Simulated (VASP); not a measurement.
Runs of VASP 6.6.1 on Au. The structure is that of space group Fm-3m (No. 225), or close to it. The cells are those of the table. 

| task | cell | gap on the mesh (eV) | pressure (GPa) |
| --- | --- | --- | --- |
| single point | a = 2.561 Å, angles 60.0°, 1 atom | none | 172.7 |
| relaxation of cell and atoms | relaxed to 170 GPa from a = 2.562 Å, angles 60.0°, 1 atom | none | 170.0 |
| single point | a = 2.562 Å, angles 60.0°, 1 atom | none | (a) |
| relaxation of cell and atoms | relaxed to 170 GPa from a = 2.561 Å, angles 60.0°, 1 atom | none | 170.0 |

Alike in all rows: level PBEsol; potentials or basis VASP PAW PBE potentials, release 64 (Au); no spin polarisation; k mesh 18 × 18 × 18; cutoff (eV) 500; smearing fermi-dirac 0.08 eV.

Q: Estimate the missing entries.

A: (a) 170.6.

Caveats: the PAW data sets were made with another functional, which shifts forces and pressure a little; spin-orbit coupling is left out, which moves the levels of the heavy elements; the cell is relaxed towards a set pressure, so the enthalpy falls and the energy may rise (some runs).

A k mesh can miss the band edges, and the runs leave out spin-orbit coupling on Au.

A gap of «none» marks levels without a gap at the run's occupations.
